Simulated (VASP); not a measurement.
# TaN (P-6m2) in VASP: further runs, part 2 of 2

VASP 6.6.1. Earlier steps stand in the parts before.

### 4 Single point, PBEsol

This run uses another cell than the first one, of 10.35 Å³/atom, 0.888 times its volume.

The input, INCAR:

```
SYSTEM = TaN
ALGO = Normal ; EDIFF = 1E-6
ENCUT = 520 ; GGA = PS
ISIF = 2 ; ISMEAR = -1
LASPH = .TRUE. ; LCHARG = .FALSE.
LREAL = .FALSE. ; LWAVE = .FALSE.
NBANDS = 15 ; NELM = 60
PREC = Accurate ; SIGMA = 0.05
```

The input, KPOINTS:

```
k-points
0
G
  9 9 8
  0 0 0
```

The input, POSCAR:

```
TaN
1.0
    2.8792400000      0.0000000000      0.0000000000
   -1.4396200000      2.4934949836      0.0000000000
    0.0000000000      0.0000000000      2.8830000000
Ta N
1 1
Direct
    0.0000000000      0.0000000000      0.5000000000
    0.6666666667      0.3333333333      0.0000000000
```

Potentials or basis: VASP PAW PBE potentials, release 64 (Ta_pv, N).

Launch:

```
$ cat potpaw_PBE.64/Ta_pv/POTCAR potpaw_PBE.64/N/POTCAR > POTCAR
$ mpirun -np 1 vasp_std > vasp.out
```

OUTCAR:

```text
SYSTEM = TaN
   EDIFF = 1E-6
   ENCUT = 520
   GGA = PS
   ISIF = 2
   ISMEAR = -1
   LASPH = .TRUE.
   LREAL = .FALSE.
   NELM = 60
   PREC = Accurate

 ion  position               nearest neighbor table
   1  0.000  0.000  0.500-   2 2.20   2 2.20   2 2.20   2 2.20   2 2.20   2 2.20
   2  0.667  0.333  0.000-   1 2.20   1 2.20   1 2.20   1 2.20   1 2.20   1 2.20

  LATTYP: Found a hexagonal cell.
 ALAT       =     2.8792400000
 C/A-ratio  =     1.0013059002

  Lattice vectors:

 A1 = (   2.8792400000,   0.0000000000,   0.0000000000)
[... 609 lines left out ...]
     10      10.9212      0.00000
     11      11.6155      0.00000
     12      16.0967      0.00000
     13      20.8319      0.00000
     14      22.0695      0.00000
     15      23.0358      0.00000

 [... further k-points ...]
[... 5 lines left out ...]
  --------------------------------------------------------------------------------------
  -------------------------------------------------------------------------------------
  Total        1.8948736      1.8948736      0.3530577      0.0000000      0.0000000      0.0000000
  in kB      146.6762570    146.6762570     27.3290922      0.0000000      0.0000000      0.0000000
  external PRESSURE =     106.8938688 kB  Pullay stress =       0.0000000 kB

 VOLUME and BASIS-vectors are now :
 -----------------------------------------------------------------------------
  energy-cutoff  :      520.00
  volume of cell :       20.70
      direct lattice vectors                 reciprocal lattice vectors
     2.879240000  0.000000000  0.000000000     0.347313874  0.200521759  0.000000000
    -1.439620000  2.493494984  0.000000000     0.000000000  0.401043518  0.000000000
     0.000000000  0.000000000  2.883000000     0.000000000  0.000000000  0.346860909

 POSITION                                       TOTAL-FORCE (eV/Angst)
 -----------------------------------------------------------------------------------
      0.00000      0.00000      1.44150         0.000000     -0.000000      0.000000
      1.43962      0.83116      0.00000        -0.000000      0.000000      0.000000
 -----------------------------------------------------------------------------------
    total drift:                               -0.000000      0.000000      0.000000

  FREE ENERGIE OF THE ION-ELECTRON SYSTEM (eV)
  ---------------------------------------------------
  free  energy   TOTEN  =       -23.7767211784 eV

  energy  without entropy=      -23.7761512417  energy(sigma->0) =      -23.77643621
```

OSZICAR:

```text
N       E                     dE             d eps       ncg     rms          rms(c)
DAV:   1     0.955731937286E+02    0.95573E+02   -0.87192E+03  1800   0.112E+03
DAV:   2    -0.230910523500E+02   -0.11866E+03   -0.11188E+03  2129   0.311E+02
DAV:   3    -0.260722293843E+02   -0.29812E+01   -0.29675E+01  2073   0.479E+01
DAV:   4    -0.260840383633E+02   -0.11809E-01   -0.11806E-01  2318   0.329E+00
DAV:   5    -0.260840974569E+02   -0.59094E-04   -0.59093E-04  2129   0.222E-01    0.257E+01
DAV:   6    -0.238638762903E+02    0.22202E+01   -0.34413E+00  2325   0.224E+01    0.111E+01
DAV:   7    -0.238113804846E+02    0.52496E-01   -0.59108E-01  1961   0.580E+00    0.740E+00
DAV:   8    -0.237840869419E+02    0.27294E-01   -0.13001E-01  2227   0.302E+00    0.150E+00
DAV:   9    -0.237768177890E+02    0.72692E-02   -0.14471E-02  2052   0.100E+00    0.177E-01
DAV:  10    -0.237767949734E+02    0.22816E-04   -0.10753E-03  2234   0.386E-01    0.808E-02
DAV:  11    -0.237767205587E+02    0.74415E-04   -0.98914E-05  2122   0.108E-01    0.891E-03
DAV:  12    -0.237767212357E+02   -0.67695E-06   -0.12285E-05  1912   0.318E-02    0.522E-03
DAV:  13    -0.237767211784E+02    0.57245E-07   -0.44963E-08  1005   0.202E-03
   1 F= -.23776721E+02 E0= -.23776436E+02  d E =-.569937E-03
```

Wall time 8.5 s (1 thread of Intel Xeon Platinum 8488C (Sapphire Rapids), shared host); peak memory 0.15 GiB.

What came out:

- Free energy: -23.7767 eV
- Pressure: 10.7 GPa
- Band gap on the k mesh: zero (band 8 reaches 8.71 eV, above the bottom of band 9 at 8.37 eV)

Levels at points of the mesh, in eV from the Fermi level:
```csv
k point,band 5,band 6,band 7,band 8,band 9,band 10,band 11,band 12
"(0.00, 0.00, 0.00)",-4.66,-4.66,-4.56,-3.16,2.61,3.58,3.58,4.09
"(0.00, 0.00, 0.50)",-9.73,-3.80,-3.80,-0.23,-0.23,2.17,3.48,3.48
```

Caveat: the PAW data sets were made with another functional, which shifts forces and pressure a little; spin-orbit coupling is left out, which moves the levels of the heavy elements.

### 5 Single point, PBEsol

This run uses another cell than the first one, of 10.56 Å³/atom, 0.906 times its volume.

The input, INCAR:

```
  PREC = Accurate
  ENCUT = 520
  EDIFF = 1E-6
  ISMEAR = -1
  SIGMA = 0.05
  LREAL = False
  LASPH = True
  NELM = 60
  ALGO = Normal
  ISIF = 2
  LWAVE = False
  LCHARG = True
  GGA = PS
  LELF = True
  LVHAR = True
  NBANDS = 15
```

The input, KPOINTS:

```
Automatic mesh
0
Gamma
  9 9 8
```

The input, POSCAR:

```
TaN
1.0
    2.9086200000      0.0000000000      0.0000000000
   -1.4543100000      2.5189388099      0.0000000000
    0.0000000000      0.0000000000      2.8830000000
Ta N
1 1
Direct
    0.0000000000      0.0000000000      0.5000000000
    0.6666666667      0.3333333333      0.0000000000
```

Launch:

```
$ cat potpaw_PBE.64/Ta_pv/POTCAR potpaw_PBE.64/N/POTCAR > POTCAR
$ mpirun -np 1 vasp_std > vasp.out
```

Run time: 9.1 s. Hardware: 1 thread of Intel Xeon Platinum 8488C (Sapphire Rapids), shared host; peak memory 0.15 GiB.

Results (log left out):

- Free energy: -23.8026 eV
- Pressure: 2.9 GPa
- Band gap on the k mesh: zero (band 8 reaches 8.47 eV, above the bottom of band 9 at 8.18 eV)

Stress tensor (GPa, compression positive):
```
 4.79  0.00  0.00
 0.00  4.79  0.00
 0.00  0.00 -0.80
```

Levels at points of the mesh, in eV from the Fermi level:
```
           k point  band 4  band 5  band 6  band 7  band 8  band 9  band 10  band 11  band 12  band 13
(0.00, 0.00, 0.00)  -17.96   -4.65   -4.65   -4.43   -3.07    2.37     3.55     3.55     4.00     4.00
(0.00, 0.00, 0.50)  -15.18   -9.60   -3.81   -3.81   -0.20   -0.20     2.27     3.35     3.35     8.29
```

Caveat: the PAW data sets were made with another functional, which shifts forces and pressure a little; spin-orbit coupling is left out, which moves the levels of the heavy elements.

### 6 Single point, PBEsol

This run uses another cell than the first one, of 10.78 Å³/atom, 0.925 times its volume.

The input, INCAR:

```
SYSTEM = TaN
PREC     = Accurate       ! precision mode
ENCUT    = 520            ! plane-wave cutoff, eV
EDIFF    = 1E-6           ! SCF threshold, eV
ISMEAR   = -1             ! smearing method
SIGMA    = 0.05           ! smearing width, eV
LREAL    = .False.        ! projectors in reciprocal space
LASPH    = .True.         ! aspherical terms in the spheres
NELM     = 80             ! most SCF steps
ALGO     = Normal         ! electronic algorithm
ISIF     = 2              ! what is computed and relaxed
LWAVE    = .False.        ! write WAVECAR
LCHARG   = .True.         ! write CHGCAR
GGA      = PS             ! functional
LELF     = .True.         ! ELF
LVHAR    = .True.       
NBANDS   = 15             ! bands
```

The input, KPOINTS:

```
Automatic mesh
0
Gamma
  9 9 8
  0 0 0
```

The input, POSCAR:

```
TaN
1.0
    2.9380000000      0.0000000000      0.0000000000
   -1.4690000000      2.5443826363      0.0000000000
    0.0000000000      0.0000000000      2.8830000000
Ta N
1 1
Direct
    0.0000000000      0.0000000000      0.5000000000
    0.6666666667      0.3333333333      0.0000000000
```

Potentials or basis: VASP PAW PBE potentials, release 64 (Ta_pv, N).

Launch:

```
$ cat potpaw_PBE.64/Ta_pv/POTCAR potpaw_PBE.64/N/POTCAR > POTCAR
$ mpirun -np 1 vasp_std > vasp.out
```

Run time: 9.1 s. Hardware: 1 thread of Intel Xeon Platinum 8488C (Sapphire Rapids), shared host; peak memory 0.15 GiB.

The run converged. Its results:

```yaml
Free_energy: -23.8036 eV
Pressure: -4.1 GPa
Band_gap_on_the_k_mesh: zero (band 8 reaches 8.23 eV, above the bottom of band 9 at 7.99 eV)
```

Stress tensor (GPa, compression positive):
```
-4.17  0.00  0.00
 0.00 -4.17  0.00
 0.00  0.00 -3.92
```

Levels at points of the mesh, in eV from the Fermi level:
```csv
k point,band 5,band 6,band 7,band 8,band 9,band 10,band 11,band 12
"(0.00, 0.00, 0.00)",-4.64,-4.64,-4.30,-2.98,2.14,3.52,3.52,3.91
"(0.00, 0.00, 0.50)",-9.46,-3.82,-3.82,-0.18,-0.18,2.37,3.23,3.23
```

Caveat: the PAW data sets were made with another functional, which shifts forces and pressure a little; spin-orbit coupling is left out, which moves the levels of the heavy elements.

### 7 Overview

```csv
cell,k mesh,gap on the mesh (eV),pressure (GPa)
"a = 3.056, b = 3.056, c = 2.883 Å, angles 90.0, 90.0, 120.0°, 2 atoms",8 × 8 × 8,none,-25.8
"a = 2.820, b = 2.820, c = 2.883 Å, angles 90.0, 90.0, 120.0°, 2 atoms",9 × 9 × 8,none,28.7
"a = 2.879, b = 2.879, c = 2.883 Å, angles 90.0, 90.0, 120.0°, 2 atoms",9 × 9 × 8,none,10.7
"a = 2.909, b = 2.909, c = 2.883 Å, angles 90.0, 90.0, 120.0°, 2 atoms",9 × 9 × 8,none,2.9
"a = 2.938, b = 2.938, c = 2.883 Å, angles 90.0, 90.0, 120.0°, 2 atoms",9 × 9 × 8,none,-4.1
```

Alike in all rows: task single point; level PBEsol; potentials or basis VASP PAW PBE potentials, release 64 (Ta_pv, N); no spin polarisation; cutoff (eV) 520; smearing fermi-dirac 0.05 eV.

Caveats: the PAW data sets were made with another functional, which shifts forces and pressure a little; spin-orbit coupling is left out, which moves the levels of the heavy elements.

Absolute energies hang on the potentials; compare differences alone.
